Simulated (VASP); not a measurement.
# TaH3 (Im-3) in VASP: relaxation of cell and atoms with PBE

Aim: the relaxation of cell and atoms of TaH3 with PBE.

Everything below comes from runs of VASP 6.6.1. Logs are shortened: lines on timing, memory, paths and dates and some standing lists are left out, and cuts for length are marked.

### Step 1. The cell of the first run

Symmetry: Im-3, No. 204, cubic system. The conventional cell has a = 8.336 Å, b = 8.336 Å, c = 8.336 Å, α = 90.00°, β = 90.00°, γ = 90.00°. Ta (site symmetry -3) has 6 H at 2.10 Å within 2.8 Å. Within 2.8 Å of H (site symmetry m) lie 2 Ta at 2.10 Å.

### Step 2. Relaxation of cell and atoms, PBE

File INCAR:

```
SYSTEM = TaH3
PREC = Accurate
ENCUT = 600
EDIFF = 1E-7
ISMEAR = 0
SIGMA = 0.1
LREAL = Auto
LASPH = .True.
NELM = 80
ALGO = Normal
ISIF = 3
LWAVE = .False.
LCHARG = .False.
GGA = PE
IBRION = 2
NSW = 90
EDIFFG = -0.04
```

File KPOINTS:

```
regular mesh
0
Gamma
  4 4 4
  0 0 0
```

File POSCAR:

```
TaH3
1.0
   -4.1680109700      4.1680109700      4.1680109700
    4.1680109700     -4.1680109700      4.1680109700
    4.1680109700      4.1680109700     -4.1680109700
Ta H
4 12
Direct
    0.5000000000      0.5000000000      0.5000000000
    0.0000000000      0.0000000000      0.5000000000
    0.0000000000      0.5000000000      0.0000000000
    0.5000000000      0.0000000000      0.0000000000
    0.5000000000      0.7305612200      0.7694387800
    0.7694387800      0.5000000000      0.7305612200
    0.7305612200      0.7694387800      0.5000000000
    0.0388775500      0.2694387800      0.7694387800
    0.2305612200      0.9611224500      0.7305612200
    0.2694387800      0.2305612200      0.5000000000
    0.9611224500      0.7305612200      0.2305612200
    0.2305612200      0.5000000000      0.2694387800
    0.2694387800      0.7694387800      0.0388775500
    0.5000000000      0.2694387800      0.2305612200
    0.7694387800      0.0388775500      0.2694387800
    0.7305612200      0.2305612200      0.9611224500
```

Potentials or basis: VASP PAW PBE potentials, release 64 (Ta_pv, H).

Command:

```console
> cat potpaw_PBE.64/Ta_pv/POTCAR potpaw_PBE.64/H/POTCAR > POTCAR
> mpirun -np 1 vasp_std > vasp.out
```

OUTCAR:

```text
SYSTEM = TaH3
   PREC = Accurate
   ENCUT = 600
   EDIFF = 1E-7
   ISMEAR = 0
   LREAL = Auto
   LASPH = .True.
   NELM = 80
   ISIF = 3
   GGA = PE
   IBRION = 2
   NSW = 90
   EDIFFG = -0.04

 ion  position               nearest neighbor table
   1  0.500  0.500  0.500-   5 2.10   6 2.10  12 2.10  14 2.10   7 2.10  10 2.10
   2  0.000  0.000  0.500-   9 2.10  15 2.10  10 2.10   7 2.10  11 2.10   8 2.10
   3  0.000  0.500  0.000-   8 2.10  11 2.10   6 2.10  12 2.10  13 2.10  16 2.10
   4  0.500  0.000  0.000-  13 2.10  16 2.10  14 2.10   5 2.10  15 2.10   9 2.10
   5  0.500  0.731  0.769-   1 2.10   4 2.10
   6  0.769  0.500  0.731-   1 2.10   3 2.10
   7  0.731  0.769  0.500-   1 2.10   2 2.10
   8  0.039  0.269  0.769-   3 2.10   2 2.10
   9  0.231  0.961  0.731-   2 2.10   4 2.10
  10  0.269  0.231  0.500-   1 2.10   2 2.10
  11  0.961  0.731  0.231-   3 2.10   2 2.10
  12  0.231  0.500  0.269-   1 2.10   3 2.10
  13  0.269  0.769  0.039-   4 2.10   3 2.10
  14  0.500  0.269  0.231-   1 2.10   4 2.10
  15  0.769  0.039  0.269-   2 2.10   4 2.10
  16  0.731  0.231  0.961-   4 2.10   3 2.10

  LATTYP: Found a body centered cubic cell.
 ALAT       =     8.3360219400

  Lattice vectors:

 A1 = (  -4.1680109700,   4.1680109700,   4.1680109700)
 A2 = (   4.1680109700,  -4.1680109700,   4.1680109700)
 A3 = (   4.1680109700,   4.1680109700,  -4.1680109700)

Analysis of symmetry for initial positions (statically):
=====================================================================
 Subroutine PRICEL returns:
 Original cell was already a primitive cell.

 Routine SETGRP: Setting up the symmetry group for a
 body centered cubic supercell.

 Subroutine GETGRP returns: Found 24 space group operations
 (whereof 24 operations were pure point group operations)
 out of a pool of 48 trial point group operations.

The static configuration has the point symmetry T_h .

Analysis of symmetry for dynamics (positions and initial velocities):
=====================================================================
 Subroutine PRICEL returns:
 Original cell was already a primitive cell.

 Routine SETGRP: Setting up the symmetry group for a
 body centered cubic supercell.

 Subroutine GETGRP returns: Found 24 space group operations
 (whereof 24 operations were pure point group operations)
 out of a pool of 48 trial point group operations.

The dynamic configuration has the point symmetry T_h .

 Subroutine INISYM returns: Found 24 space group operations
 (whereof 24 operations are pure point group operations),
 and found     1 'primitive' translations

----------------------------------------------------------------------------------------

                                     Primitive cell

  volume of cell :     289.6320

  direct lattice vectors                    reciprocal lattice vectors
    -4.168010970  4.168010970  4.168010970     0.000000000  0.119961297  0.119961297
     4.168010970 -4.168010970  4.168010970     0.119961297  0.000000000  0.119961297
     4.168010970  4.168010970 -4.168010970     0.119961297  0.119961297  0.000000000

  length of vectors
     7.219206767  7.219206767  7.219206767     0.169650893  0.169650893  0.169650893

  position of ions in fractional coordinates (direct lattice)
     0.500000000  0.500000000  0.500000000
     0.000000000  0.000000000  0.500000000
     0.000000000  0.500000000  0.000000000
     0.500000000  0.000000000  0.000000000
     0.500000000  0.730561220  0.769438780
     0.769438780  0.500000000  0.730561220
[... 8 lines left out ...]
     0.769438780  0.038877550  0.269438780
     0.730561220  0.230561220  0.961122450

  ion indices of the primitive-cell ions
   primitive index   ion index
                 1           1
                 2           2
                 3           3
                 4           4
                 5           5
                 6           6
[... 8 lines left out ...]
                15          15
                16          16

----------------------------------------------------------------------------------------

 KPOINTS: regular mesh

Automatic generation of k-mesh.
 Grid dimensions read from file:
 generate k-points for:    4    4    4

 Generating k-lattice:

  Cartesian coordinates                     Fractional coordinates (reciprocal lattice)
     0.000000000  0.029990324  0.029990324     0.250000000  0.000000000  0.000000000
     0.029990324  0.000000000  0.029990324     0.000000000  0.250000000  0.000000000
     0.029990324  0.029990324  0.000000000     0.000000000  0.000000000  0.250000000

  Length of vectors
     0.042412723  0.042412723  0.042412723

  Shift w.r.t. Gamma in fractional coordinates (k-lattice)
     0.000000000  0.000000000  0.000000000

 Subroutine IBZKPT returns following result:
 ===========================================

 Found      8 irreducible k-points:

 Following reciprocal coordinates:
            Coordinates               Weight
  0.000000  0.000000  0.000000      1.000000
  0.250000  0.000000  0.000000     12.000000
  0.500000  0.000000  0.000000      6.000000
  0.250000  0.250000  0.000000     24.000000
  0.250000  0.250000  0.250000      2.000000
 -0.250000  0.250000  0.250000      6.000000
  0.500000  0.500000  0.250000     12.000000
  0.500000  0.500000  0.500000      1.000000
   k-points           NKPTS =      8   k-points in BZ     NKDIM =      8   number of bands    NBANDS=     37
   number of dos      NEDOS =    301   number of ions     NIONS =     16
   total plane-waves  NPLWV = 216000
   dimension x,y,z NGX =    60 NGY =   60 NGZ =   60
   dimension x,y,z NGXF=   120 NGYF=  120 NGZF=  120
   ions per type =               4  12
   NGX,Y,Z   is equivalent  to a cutoff of  13.82, 13.82, 13.82 a.u.
   NGXF,Y,Z  is equivalent  to a cutoff of  27.63, 27.63, 27.63 a.u.
 SYSTEM =  TaH3
   PREC   = accura    normal or accurate (medium, high low for compatibility)
   ISTART =      0    job   : 0-new  1-cont  2-samecut
   ICHARG =      2    charge: 1-file 2-atom 10-const
   ISPIN  =      1    spin polarized calculation?
   LNONCOLLINEAR =      F non collinear calculations
   LSORBIT =      F    spin-orbit coupling
   LASPH  =      T    aspherical Exc in radial PAW
   ENCUT  =  600.0 eV  44.10 Ry    6.64 a.u.  14.42 14.42 14.42*2*pi/ulx,y,z
   NELM   =     80;   NELMIN=  2; NELMDL= -5     # of ELM steps
   EDIFF  = 0.1E-06   stopping-criterion for ELM
   LREAL  =      T    real-space projection
   EDIFFG = -.4E-01   stopping-criterion for IOM
   NSW    =     90    number of steps for IOM
   IBRION =      2    ionic relax: 0-MD 1-quasi-New 2-CG
   NFREE  =      1    steps in history (QN), initial steepest desc. (CG)
   ISIF   =      3    stress and relaxation
   ISYM   =      2    0-nonsym 1-usesym 2-fastsym
   POTIM  = 0.5000    time-step for ionic-motion
   TEBEG  =    0.0;   TEEND  =   0.0 temperature during run
   PSTRESS=    0.0 pullay stress
   NELECT =      56.0000    total number of electrons
   NUPDOWN=      -1.0000    fix difference up-down
   EMIN   =  10.00;   EMAX   =-10.00  energy-range for DOS
   EFERMI =   0.00;   METHOD = LEGACY
   ISMEAR =     0;   SIGMA  =   0.10  broadening in eV -4-tet -1-fermi 0-gaus
   EFERMI_NEDOS =   21; number of points for ismear=-14 and -15
   IALGO  =     38    algorithm
   IMIX   =      4    mixing-type and parameters
     AMIX     =   0.40;   BMIX     =  1.00
     AMIX_MAG =   1.60;   BMIX_MAG =  1.00
  volume/ion in A,a.u.               =      18.10       122.16
  Fermi-wavevector in a.u.,A,eV,Ry     =   0.946648  1.788906 12.192766  0.896143
  Thomas-Fermi vector in A             =   2.074666
   LORBIT       =      0    0 simple, 1 ext, 2 COOP (PROOUT), +10 PAW based schemes
   GGA     = PE    functional components
   LHFCALC =     F    Hartree Fock is set to
   AEXX    =    0.0000 exact exchange contribution
   IVDW    =     0    specifies the selected vdW correction
   LEPSILON=     F    determine dielectric tensor
   LRPA    =     F    only Hartree local field effects (RPA)
 conjugate gradient relaxation of ions
 non-spin polarized calculation
 Gauss-broadening in eV      SIGMA  =   0.10
  energy-cutoff  :      600.00
  volume of cell :      289.63
 maximum number of plane-waves:      9700
 NGX is ok and might be reduce to    60
   NGX = 29   NGY = 29   NGZ = 29

--------------------------------------- Ionic step        1  -------------------------------------------

 number of electron      55.9999998 magnetization

 Free energy of the ion-electron system (eV)
  ---------------------------------------------------
  ext. energy  EPLUGINS =         0.00000000
  ---------------------------------------------------
  free energy    TOTEN  =       -72.69123188 eV

  energy without entropy =      -72.62716997  energy(sigma->0) =      -72.65920092

 E-fermi :  -0.8538     XC(G=0):  -7.2489

 val. band max:       -0.9176065460   @ k =   0.2500   0.2500   0.0000
 cond. band min:      -0.8325060297   @ k =   0.2500   0.2500   0.2500
 fundamental gap:      0.0851005163
 Fermi energy:        -0.8538432036

 k-point     1 :       0.0000    0.0000    0.0000
  band No.  band energies     occupation
      1     -36.8814      2.00000
      2     -36.8814      2.00000
      3     -36.8814      2.00000
      4     -36.8762      2.00000
      5     -36.8762      2.00000
      6     -36.8762      2.00000
[... 452 lines left out ...]
  FREE ENERGIE OF THE ION-ELECTRON SYSTEM (eV)
  ---------------------------------------------------
  free  energy   TOTEN  =       -79.4296418877 eV

  energy  without entropy=      -79.4040709075  energy(sigma->0) =      -79.41685640

[... ionic steps 4 to 20 ...]

--------------------------------------- Ionic step       21  -------------------------------------------

 number of electron      56.0000005 magnetization

 E-fermi :   1.8283     XC(G=0):  -9.8645

 val. band max:        1.8237471527   @ k =   0.2500   0.2500   0.0000
 cond. band min:       1.8323100848   @ k =  -0.2500   0.2500   0.2500
 fundamental gap:      0.0085629321
 Fermi energy:         1.8282803361

 k-point     1 :       0.0000    0.0000    0.0000
  band No.  band energies     occupation
      1     -33.4704      2.00000
      2     -33.4704      2.00000
      3     -33.4704      2.00000
      4     -33.4162      2.00000
      5     -33.4162      2.00000
      6     -33.4162      2.00000
[... 406 lines left out ...]
  energy  without entropy=      -81.5465551901  energy(sigma->0) =      -81.56731665

--------------------------------------- Ionic step       23  -------------------------------------------

 number of electron      56.0000004 magnetization

 Free energy of the ion-electron system (eV)
  ---------------------------------------------------
  ext. energy  EPLUGINS =         0.00000000
  ---------------------------------------------------
  free energy    TOTEN  =       -81.76384149 eV

  energy without entropy =      -81.72585643  energy(sigma->0) =      -81.74484896

 E-fermi :   2.5164     XC(G=0): -10.3613

 val. band max:        2.5089331522   @ k =   0.2500   0.2500   0.0000
 cond. band min:       2.5301273909   @ k =   0.5000   0.5000   0.5000
 fundamental gap:      0.0211942387
 Fermi energy:         2.5164024240

 k-point     1 :       0.0000    0.0000    0.0000
  band No.  band energies     occupation
      1     -32.6060      2.00000
      2     -32.6060      2.00000
      3     -32.6060      2.00000
      4     -32.5610      2.00000
      5     -32.5610      2.00000
      6     -32.5610      2.00000
[... 352 lines left out ...]
  FREE ENERGIE OF THE ION-ELECTRON SYSTEM (eV)
  ---------------------------------------------------
  free  energy   TOTEN  =       -81.7638414926 eV

  energy  without entropy=      -81.7258564338  energy(sigma->0) =      -81.74484896

 reached required accuracy - stopping structural energy minimisation
```

It took 58 min on 1 thread of AMD EPYC 7R13 (Zen 3), shared host; peak memory 0.57 GiB.

Results:

- Free energy: -81.7638 eV
- Relaxed volume: 8.96 Å³/atom
- Relaxed cell: a = 5.711 Å, b = 5.711 Å, c = 5.711 Å, α = 109.47°, β = 109.47°, γ = 109.47°
- Space group after relaxing (to 0.1 Å): Im-3 (No. 204)
- Energy gained by relaxing: 567.0 meV/atom
- Ionic steps: 23
- Pressure after relaxing: 0.3 GPa
- Largest force after relaxing: 0.023 eV/Å
- Band gap on the k mesh: zero (bands 28 and 29 overlap by 0.36 eV)

Forces on the atoms (eV/Å):
```
Ta   0.000  0.000  0.000
Ta   0.000  0.000  0.000
Ta   0.000  0.000  0.000
Ta   0.000  0.000  0.000
H    0.000  0.002  0.023
H    0.023  0.000  0.002
H    0.002  0.023  0.000
H    0.000  0.002 -0.023
H    0.023  0.000 -0.002
H   -0.002 -0.023  0.000
H    0.000 -0.002  0.023
H   -0.023  0.000 -0.002
H    0.002 -0.023  0.000
H    0.000 -0.002 -0.023
H   -0.023  0.000  0.002
H   -0.002  0.023  0.000
```

Step by step:
| step | energy change (eV) | largest force (eV/Å) | pressure (GPa) | volume (Å³) |
| --- | --- | --- | --- | --- |
| 1 | 0.0000 | 0.2021 | -14.84 | 289.63 |
| 2 | -5.3967 | 0.0298 | -10.30 | 224.87 |
| 3 | -6.7384 | 0.1146 | -2.70 | 194.13 |
| 4 | -6.7922 | 0.1646 | 0.62 | 185.90 |
| 5 | -6.7954 | 0.1532 | -0.17 | 187.68 |
| 6 | -6.8114 | 0.1600 | -0.16 | 187.43 |
| 7 | -6.8635 | 0.1795 | -0.16 | 186.67 |
| 8 | -6.9845 | 0.2139 | -0.28 | 185.17 |
| 9 | -7.2840 | 0.2583 | -0.98 | 182.17 |
| 10 | -7.9652 | 0.1999 | -4.01 | 176.29 |
| 11 | -7.8890 | 0.6592 | -13.86 | 164.90 |
| 12 | -8.3054 | 0.0258 | -7.02 | 172.17 |
| 13 | -8.3578 | 0.1971 | -9.68 | 169.24 |
| 14 | -8.3661 | 0.1185 | -8.80 | 170.18 |
| 15 | -8.3704 | 0.1219 | -8.83 | 170.05 |
| 16 | -8.3830 | 0.1322 | -8.90 | 169.65 |
| 17 | -8.4060 | 0.1538 | -9.05 | 168.84 |
| 18 | -8.4435 | 0.2005 | -9.38 | 167.24 |
| 19 | -8.4795 | 0.3077 | -10.01 | 164.08 |
| 20 | -8.5310 | 0.2963 | -9.66 | 163.10 |
| 21 | -8.6728 | 0.2611 | -8.55 | 160.18 |
| 22 | -8.8968 | 0.1862 | -6.05 | 154.45 |
| 23 | -9.0726 | 0.0232 | 0.31 | 143.41 |

Final structure:
```
CELL_PARAMETERS angstrom
-3.29741 3.29741 3.29741
3.29741 -3.29741 3.29741
3.29741 3.29741 -3.29741
ATOMIC_POSITIONS crystal
Ta 0.50000 0.50000 0.50000
Ta 0.00000 0.00000 0.50000
Ta 0.00000 0.50000 0.00000
Ta 0.50000 0.00000 0.00000
H 0.49941 0.65705 0.84236
H 0.84236 0.49941 0.65705
H 0.65705 0.84236 0.49941
H 0.18531 0.34295 0.84236
H 0.15764 0.81469 0.65705
H 0.34295 0.15764 0.50059
H 0.81469 0.65705 0.15764
H 0.15764 0.50059 0.34295
H 0.34295 0.84236 0.18531
H 0.50059 0.34295 0.15764
H 0.84236 0.18531 0.34295
H 0.65705 0.15764 0.81469
```

Caveat: the volume moved by over 15 % at a fixed basis, so the end points are rough; spin-orbit coupling is left out, which moves the levels of the heavy elements.

The gap in the log of VASP goes by the Fermi energy; the results here count the filled bands.